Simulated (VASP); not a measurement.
# Al3P2 (P4/mmm) in VASP: a series of runs

The runs below take Al3P2 through single point, with PBE.

Program: VASP 6.6.1. These are calculated values, not measurements. Logs are shortened: lines on timing, memory, paths and dates and some standing lists are left out, and cuts for length are marked.

## 1. The cell of the first run

The structure is tetragonal, space group P4/mmm (No. 123). The conventional cell has a = 3.913 Å, b = 3.913 Å, c = 6.346 Å, α = 90.00°, β = 90.00°, γ = 90.00°. Al (site symmetry 4/mmm) has 12 Al at 3.13 to 3.91 Å and 8 P at 3.73 Å within 4.1 Å. Al (site symmetry 4mm) has 4 P at 2.60 Å and 6 Al at 2.92 to 3.43 Å within 3.5 Å. Within 3.4 Å of P (site symmetry mmm) lie 4 Al at 2.60 Å and 4 P at 2.77 Å.

The cell was generated, and may not be a known phase.

## 2. Single point, PBE

INCAR reads:

```
  PREC = Accurate
  ENCUT = 520
  EDIFF = 1E-6
  ISMEAR = 0
  SIGMA = 0.1
  LREAL = F
  LASPH = T
  NELM = 80
  ALGO = Normal
  ISIF = 2
  LWAVE = F
  LCHARG = F
  GGA = PE
  NBANDS = 18
```

KPOINTS reads:

```
Automatic mesh
0
Gamma
  4 4 4
```

POSCAR reads:

```
Al3P2
1.0
    3.9127807400      0.0000000000      0.0000000000
    0.0000000000      3.9127807400      0.0000000000
    0.0000000000      0.0000000000      6.3462642700
Al P
3 2
Direct
    0.5000000000      0.5000000000      0.0000000000
    0.0000000000      0.0000000000      0.2297547200
    0.0000000000      0.0000000000      0.7702452800
    0.0000000000      0.5000000000      0.5000000000
    0.5000000000      0.0000000000      0.5000000000
```

Potentials or basis: VASP PAW PBE potentials, release 64 (Al, P).

The run is started by

```
$ cat potpaw_PBE.64/Al/POTCAR potpaw_PBE.64/P/POTCAR > POTCAR
$ mpirun -np 1 vasp_std > vasp.out
```

OUTCAR:

```text
PREC = Accurate
   ENCUT = 520
   EDIFF = 1E-6
   ISMEAR = 0
   LREAL = F
   LASPH = T
   NELM = 80
   ISIF = 2
   GGA = PE

 ion  position               nearest neighbor table
   1  0.500  0.500  0.000-   2 3.13   3 3.13   2 3.13   3 3.13   2 3.13   3 3.13   2 3.13   3 3.13

   2  0.000  0.000  0.230-   4 2.60   5 2.60   4 2.60   5 2.60   3 2.92   1 3.13   1 3.13   1 3.13
                             1 3.13
   3  0.000  0.000  0.770-   4 2.60   5 2.60   4 2.60   5 2.60   2 2.92   1 3.13   1 3.13   1 3.13
                             1 3.13
   4  0.000  0.500  0.500-   2 2.60   3 2.60   2 2.60   3 2.60   5 2.77   5 2.77   5 2.77   5 2.77

   5  0.500  0.000  0.500-   2 2.60   3 2.60   2 2.60   3 2.60   4 2.77   4 2.77   4 2.77   4 2.77

  LATTYP: Found a simple tetragonal cell.
 ALAT       =     3.9127807400
 C/A-ratio  =     1.6219319946

  Lattice vectors:

 A1 = (   3.9127807400,   0.0000000000,   0.0000000000)
 A2 = (   0.0000000000,   3.9127807400,   0.0000000000)
 A3 = (   0.0000000000,   0.0000000000,   6.3462642700)

Analysis of symmetry for initial positions (statically):
=====================================================================
 Subroutine PRICEL returns:
 Original cell was already a primitive cell.

 Routine SETGRP: Setting up the symmetry group for a
 simple tetragonal supercell.

 Subroutine GETGRP returns: Found 16 space group operations
 (whereof 16 operations were pure point group operations)
 out of a pool of 16 trial point group operations.

The static configuration has the point symmetry D_4h.

Analysis of symmetry for dynamics (positions and initial velocities):
=====================================================================
 Subroutine PRICEL returns:
 Original cell was already a primitive cell.

 Routine SETGRP: Setting up the symmetry group for a
 simple tetragonal supercell.

 Subroutine GETGRP returns: Found 16 space group operations
 (whereof 16 operations were pure point group operations)
 out of a pool of 16 trial point group operations.

The dynamic configuration has the point symmetry D_4h.

 Subroutine INISYM returns: Found 16 space group operations
 (whereof 16 operations are pure point group operations),
 and found     1 'primitive' translations

----------------------------------------------------------------------------------------

                                     Primitive cell

  volume of cell :      97.1604

  direct lattice vectors                    reciprocal lattice vectors
     3.912780740  0.000000000  0.000000000     0.255572716  0.000000000  0.000000000
     0.000000000  3.912780740  0.000000000     0.000000000  0.255572716  0.000000000
     0.000000000  0.000000000  6.346264270     0.000000000  0.000000000  0.157573016

  length of vectors
     3.912780740  3.912780740  6.346264270     0.255572716  0.255572716  0.157573016

  position of ions in fractional coordinates (direct lattice)
     0.500000000  0.500000000  0.000000000
     0.000000000  0.000000000  0.229754720
     0.000000000  0.000000000  0.770245280
     0.000000000  0.500000000  0.500000000
     0.500000000  0.000000000  0.500000000

  ion indices of the primitive-cell ions
   primitive index   ion index
                 1           1
                 2           2
                 3           3
                 4           4
                 5           5

----------------------------------------------------------------------------------------

 KPOINTS: Automatic mesh

Automatic generation of k-mesh.
 Grid dimensions read from file:
 generate k-points for:    4    4    4

 Generating k-lattice:

  Cartesian coordinates                     Fractional coordinates (reciprocal lattice)
     0.063893179  0.000000000  0.000000000     0.250000000  0.000000000  0.000000000
     0.000000000  0.063893179  0.000000000     0.000000000  0.250000000  0.000000000
     0.000000000  0.000000000  0.039393254     0.000000000  0.000000000  0.250000000

  Length of vectors
     0.063893179  0.063893179  0.039393254

  Shift w.r.t. Gamma in fractional coordinates (k-lattice)
     0.000000000  0.000000000  0.000000000

 Subroutine IBZKPT returns following result:
 ===========================================

 Found     18 irreducible k-points:

 Following reciprocal coordinates:
            Coordinates               Weight
  0.000000  0.000000  0.000000      1.000000
  0.250000  0.000000  0.000000      4.000000
  0.500000  0.000000  0.000000      2.000000
  0.250000  0.250000  0.000000      4.000000
  0.500000  0.250000  0.000000      4.000000
  0.500000  0.500000  0.000000      1.000000
[... 10 lines left out ...]
  0.500000  0.250000  0.500000      4.000000
  0.500000  0.500000  0.500000      1.000000
   k-points           NKPTS =     18   k-points in BZ     NKDIM =     18   number of bands    NBANDS=     18
   number of dos      NEDOS =    301   number of ions     NIONS =      5
   total plane-waves  NPLWV =  43200
   dimension x,y,z NGX =    30 NGY =   30 NGZ =   48
   dimension x,y,z NGXF=    60 NGYF=   60 NGZF=   96
   ions per type =               3   2
   NGX,Y,Z   is equivalent  to a cutoff of  12.75, 12.75, 12.57 a.u.
   NGXF,Y,Z  is equivalent  to a cutoff of  25.49, 25.49, 25.15 a.u.
 SYSTEM =  unknown system
   PREC   = accura    normal or accurate (medium, high low for compatibility)
   ISTART =      0    job   : 0-new  1-cont  2-samecut
   ICHARG =      2    charge: 1-file 2-atom 10-const
   ISPIN  =      1    spin polarized calculation?
   LNONCOLLINEAR =      F non collinear calculations
   LSORBIT =      F    spin-orbit coupling
   LASPH  =      T    aspherical Exc in radial PAW
   ENCUT  =  520.0 eV  38.22 Ry    6.18 a.u.   7.28  7.28 11.80*2*pi/ulx,y,z
   NELM   =     80;   NELMIN=  2; NELMDL= -5     # of ELM steps
   EDIFF  = 0.1E-05   stopping-criterion for ELM
   LREAL  =      F    real-space projection
   EDIFFG = 0.1E-04   stopping-criterion for IOM
   NSW    =      0    number of steps for IOM
   IBRION =     -1    ionic relax: 0-MD 1-quasi-New 2-CG
   NFREE  =      0    steps in history (QN), initial steepest desc. (CG)
   ISIF   =      2    stress and relaxation
   ISYM   =      2    0-nonsym 1-usesym 2-fastsym
   POTIM  = 0.5000    time-step for ionic-motion
   TEBEG  =    0.0;   TEEND  =   0.0 temperature during run
   PSTRESS=    0.0 pullay stress
   NELECT =      19.0000    total number of electrons
   NUPDOWN=      -1.0000    fix difference up-down
   EMIN   =  10.00;   EMAX   =-10.00  energy-range for DOS
   EFERMI =   0.00;   METHOD = LEGACY
   ISMEAR =     0;   SIGMA  =   0.10  broadening in eV -4-tet -1-fermi 0-gaus
   EFERMI_NEDOS =   21; number of points for ismear=-14 and -15
   IALGO  =     38    algorithm
   IMIX   =      4    mixing-type and parameters
     AMIX     =   0.40;   BMIX     =  1.00
     AMIX_MAG =   1.60;   BMIX_MAG =  1.00
  volume/ion in A,a.u.               =      19.43       131.13
  Fermi-wavevector in a.u.,A,eV,Ry     =   0.950232  1.795678 12.285255  0.902941
  Thomas-Fermi vector in A             =   2.078589
   LORBIT       =      0    0 simple, 1 ext, 2 COOP (PROOUT), +10 PAW based schemes
   GGA     = PE    functional components
   LHFCALC =     F    Hartree Fock is set to
   AEXX    =    0.0000 exact exchange contribution
   IVDW    =     0    specifies the selected vdW correction
   LEPSILON=     F    determine dielectric tensor
   LRPA    =     F    only Hartree local field effects (RPA)
 non-spin polarized calculation
 Gauss-broadening in eV      SIGMA  =   0.10
  energy-cutoff  :      520.00
  volume of cell :       97.16
 maximum number of plane-waves:      2648
 NGX is ok and might be reduce to    30
   NGX = 15   NGY = 15   NGZ = 23

 number of electron      19.0000004 magnetization

 Free energy of the ion-electron system (eV)
  ---------------------------------------------------
  ext. energy  EPLUGINS =         0.00000000
  ---------------------------------------------------
  free energy    TOTEN  =       -20.30122905 eV

  energy without entropy =      -20.28119426  energy(sigma->0) =      -20.29121165

 E-fermi :   6.3862     XC(G=0):  -9.7279

 val. band max:        6.3609340593   @ k =   0.0000   0.0000   0.2500
 cond. band min:       6.4195313703   @ k =   0.5000   0.5000   0.5000
 fundamental gap:      0.0585973110
 Fermi energy:         6.3861897799

 k-point     1 :       0.0000    0.0000    0.0000
  band No.  band energies     occupation
      1      -7.3345      2.00000
      2      -0.9353      2.00000
      3      -0.8794      2.00000
      4      -0.7654      2.00000
      5       1.8484      2.00000
      6       1.8484      2.00000
[... 10 lines left out ...]
     17      10.2053      0.00000
     18      10.5058      0.00000

 k-point     2 :       0.2500    0.0000    0.0000
  band No.  band energies     occupation
      1      -6.8007      2.00000
      2      -2.7404      2.00000
      3      -0.3558      2.00000
      4      -0.2246      2.00000
      5       2.3491      2.00000
      6       2.6500      2.00000
[... 10 lines left out ...]
     17      11.1657      0.00000
     18      12.5961      0.00000

 k-point     3 :       0.5000    0.0000    0.0000
  band No.  band energies     occupation
      1      -5.5235      2.00000
      2      -4.8446      2.00000
      3       0.9935      2.00000
      4       1.2063      2.00000
      5       1.4992      2.00000
      6       1.9444      2.00000
[... 10 lines left out ...]
     17      11.3246      0.00000
     18      11.5221      0.00000

 k-point     4 :       0.2500    0.2500    0.0000
  band No.  band energies     occupation
      1      -6.2800      2.00000
      2      -3.0534      2.00000
      3      -0.0938      2.00000
      4       0.2469      2.00000
      5       0.3130      2.00000
      6       3.7416      2.00000
[... 10 lines left out ...]
     17      11.6805      0.00000
     18      11.7482      0.00000

 k-point     5 :       0.5000    0.2500    0.0000
  band No.  band energies     occupation
      1      -5.0235      2.00000
      2      -4.5262      2.00000
      3      -0.1487      2.00000
      4       1.5504      2.00000
      5       1.6008      2.00000
      6       1.9262      2.00000
[... 10 lines left out ...]
     17      12.4569      0.00000
     18      13.3937      0.00000

 k-point     6 :       0.5000    0.5000    0.0000
  band No.  band energies     occupation
      1      -4.1118      2.00000
      2      -4.1118      2.00000
      3      -2.0909      2.00000
      4       0.4483      2.00000
      5       2.8227      2.00000
      6       2.8227      2.00000
[... 10 lines left out ...]
     17      12.6737      0.00000
     18      13.9710      0.00000

 k-point     7 :       0.0000    0.0000    0.2500
  band No.  band energies     occupation
      1      -7.3095      2.00000
      2      -1.9855      2.00000
      3      -0.8741      2.00000
      4       0.8466      2.00000
      5       1.8690      2.00000
      6       1.8690      2.00000
[... 10 lines left out ...]
     17      10.7806      0.00000
     18      11.9982      0.00000

 k-point     8 :       0.2500    0.0000    0.2500
  band No.  band energies     occupation
      1      -6.7768      2.00000
      2      -2.7270      2.00000
      3      -1.4108      2.00000
      4       1.3782      2.00000
      5       2.3692      2.00000
      6       2.6785      2.00000
[... 10 lines left out ...]
     17      11.4840      0.00000
     18      12.2188      0.00000
[... 103 lines left out ...]
     17      11.7207      0.00000
     18      12.1473      0.00000

 k-point    14 :       0.2500    0.0000    0.5000
  band No.  band energies     occupation
      1      -6.7521      2.00000
      2      -2.7134      2.00000
      3      -1.8106      2.00000
      4       2.3899      2.00000
      5       2.6921      2.00000
      6       2.7883      2.00000
[... 10 lines left out ...]
     17      11.2194      0.00000
     18      12.6114      0.00000

 k-point    15 :       0.5000    0.0000    0.5000
  band No.  band energies     occupation
      1      -5.4800      2.00000
      2      -4.8057      2.00000
      3      -0.3755      2.00000
      4       0.2874      2.00000
      5       3.3852      2.00000
      6       3.7416      2.00000
[... 10 lines left out ...]
     17      12.4874      0.00000
     18      13.6118      0.00000

 k-point    16 :       0.2500    0.2500    0.5000
  band No.  band energies     occupation
      1      -6.2340      2.00000
      2      -3.0340      2.00000
      3      -1.2343      2.00000
      4       0.0295      2.00000
      5       3.1007      2.00000
      6       3.2956      2.00000
[... 10 lines left out ...]
     17      10.6423      0.00000
     18      12.7329      0.00000

 k-point    17 :       0.5000    0.2500    0.5000
  band No.  band energies     occupation
      1      -4.9843      2.00000
      2      -4.4938      2.00000
      3      -0.0386      2.00000
      4       0.2011      2.00000
      5       0.8282      2.00000
      6       2.0351      2.00000
[... 10 lines left out ...]
     17      11.2441      0.00000
     18      12.2017      0.00000

 k-point    18 :       0.5000    0.5000    0.5000
  band No.  band energies     occupation
      1      -4.0914      2.00000
      2      -4.0914      2.00000
      3      -1.9949      2.00000
      4       0.6233      2.00000
      5       1.7773      2.00000
      6       2.0253      2.00000
[... 10 lines left out ...]
     17      10.8344      0.00000
     18      11.5336      0.00000

------------------------ aborting loop because EDIFF is reached ----------------------------------------

  FORCE on cell =-STRESS in cart. coord.  units (eV):
  Direction    XX          YY          ZZ          XY          YZ          ZX
  --------------------------------------------------------------------------------------
  -------------------------------------------------------------------------------------
  Total       -2.9888816     -2.9888816     -1.9835256      0.0000000      0.0000000      0.0000000
  in kB      -49.2867429    -49.2867429    -32.7083928      0.0000000      0.0000000      0.0000000
  external PRESSURE =     -43.7606262 kB  Pullay stress =       0.0000000 kB

 VOLUME and BASIS-vectors are now :
 -----------------------------------------------------------------------------
  energy-cutoff  :      520.00
  volume of cell :       97.16
      direct lattice vectors                 reciprocal lattice vectors
     3.912780740  0.000000000  0.000000000     0.255572716  0.000000000  0.000000000
     0.000000000  3.912780740  0.000000000     0.000000000  0.255572716  0.000000000
     0.000000000  0.000000000  6.346264270     0.000000000  0.000000000  0.157573016

 POSITION                                       TOTAL-FORCE (eV/Angst)
 -----------------------------------------------------------------------------------
      1.95639      1.95639      0.00000         0.000000      0.000000      0.000000
      0.00000      0.00000      1.45808         0.000000      0.000000     -0.544146
      0.00000      0.00000      4.88818        -0.000000     -0.000000      0.544146
      0.00000      1.95639      3.17313         0.000000      0.000000      0.000000
      1.95639      0.00000      3.17313         0.000000      0.000000      0.000000
 -----------------------------------------------------------------------------------
    total drift:                               -0.000000      0.000000     -0.000000

  FREE ENERGIE OF THE ION-ELECTRON SYSTEM (eV)
  ---------------------------------------------------
  free  energy   TOTEN  =       -20.3012290477 eV

  energy  without entropy=      -20.2811942592  energy(sigma->0) =      -20.29121165
```

Wall time 42 s (1 thread of Intel Xeon 8259CL, shared host); peak memory 0.2 GiB.

Results:

```yaml
Free_energy: -20.3012 eV
Pressure: -4.4 GPa
Largest_force: 0.544 eV/Å
Band_gap_on_the_k_mesh: zero (an odd number of electrons rules out a gap without spin polarisation)
```

Forces in eV/Å, atoms in the order of the input:
```
Al   0.000  0.000  0.000
Al   0.000  0.000 -0.544
Al   0.000  0.000  0.544
P    0.000  0.000  0.000
P    0.000  0.000  0.000
```

Levels at points of the mesh, in eV from the Fermi level:
```tsv
k point	band 5	band 6	band 7	band 8	band 9	band 10	band 11	band 12	band 13	band 14
(0.00, 0.00, 0.00)	-4.54	-4.54	-0.43	-0.37	1.34	1.34	1.47	2.16	2.16	2.23
(0.50, 0.00, 0.00)	-4.89	-4.44	-3.04	-2.48	-1.54	-0.61	2.61	2.64	3.35	3.49
(0.50, 0.50, 0.00)	-3.56	-3.56	-3.24	-2.65	-2.60	-2.18	-2.18	0.11	4.07	5.14
(0.00, 0.00, 0.50)	-4.50	-3.92	-2.54	-0.68	0.15	0.26	0.26	1.07	2.80	2.80
(0.50, 0.00, 0.50)	-3.00	-2.64	-2.15	-1.76	-1.50	-0.75	-0.28	0.11	2.03	2.88
(0.50, 0.50, 0.50)	-4.61	-4.36	-4.36	-3.46	0.03	0.03	0.71	1.68	2.14	2.14
```

Caveat: the k points lie up to 0.40 Å⁻¹ apart, too coarse for converged energies and pressures of a metal.

## 3. Single point, PBE

This run uses another cell than the first one, of 17.17 Å³/atom.

INCAR reads:

```
SYSTEM = Al3P2
ALGO = Normal ; EDIFF = 1E-6
ENCUT = 520 ; GGA = PE
ISIF = 2 ; ISMEAR = 0
LASPH = .True. ; LCHARG = .False.
LREAL = .False. ; LWAVE = .False.
NBANDS = 18 ; NELM = 100
PREC = Accurate ; SIGMA = 0.1
```

KPOINTS reads:

```
k-points
0
Gamma
  6 6 4
  0 0 0
```

POSCAR reads:

```
Al3P2
1.0
    3.4377522317      0.0000000000      0.0000000000
    0.0000000000      3.4377522317      0.0000000000
    0.0000000000      0.0000000000      7.2635807872
Al P
3 2
Direct
    0.5000000000      0.5000000000      0.0000000000
    0.0000000000      0.0000000000      0.2100512220
    0.0000000000      0.0000000000      0.7899487780
    0.0000000000      0.5000000000      0.5000000000
    0.5000000000      0.0000000000      0.5000000000
```

Potentials or basis: VASP PAW PBE potentials, release 64 (Al, P).

The run is started by

```
$ cat potpaw_PBE.64/Al/POTCAR potpaw_PBE.64/P/POTCAR > POTCAR
$ mpirun -np 1 vasp_std > vasp.out
```

Run time: 61 s. Hardware: 1 thread of Intel Xeon 8259CL, shared host; peak memory 0.2 GiB.

It converged, with:

```yaml
Free_energy: -21.0948 eV
Pressure: -0.2 GPa
Largest_force: 0.019 eV/Å
Band_gap_on_the_k_mesh: zero (an odd number of electrons rules out a gap without spin polarisation)
```

Forces in eV/Å, atoms in the order of the input:
```
Al   0.000  0.000  0.000
Al   0.000  0.000  0.019
Al   0.000  0.000 -0.019
P    0.000  0.000  0.000
P    0.000  0.000  0.000
```

Stress tensor (GPa, compression positive):
```
-0.22  0.00  0.00
 0.00 -0.22  0.00
 0.00  0.00 -0.14
```

Levels at points of the mesh, in eV from the Fermi level:
| k point | band 8 | band 9 | band 10 | band 11 | band 12 | band 13 |
| --- | --- | --- | --- | --- | --- | --- |
| (0.00, 0.00, 0.00) | -0.57 | 0.86 | 1.12 | 2.00 | 2.00 | 3.23 |
| (0.50, 0.00, 0.00) | -1.50 | -0.18 | 0.51 | 0.53 | 0.54 | 2.10 |
| (0.50, 0.50, 0.00) | -3.04 | -3.04 | -2.58 | -2.56 | -0.04 | 2.90 |
| (0.00, 0.00, 0.50) | 0.67 | 0.68 | 1.51 | 1.51 | 3.74 | 4.69 |
| (0.50, 0.00, 0.50) | -2.15 | -2.11 | -1.49 | -0.15 | 0.64 | 3.92 |
| (0.50, 0.50, 0.50) | -2.86 | -1.33 | -1.33 | -0.43 | 0.40 | 0.40 |

The gap in the log of VASP goes by the Fermi energy; the results here count the filled bands.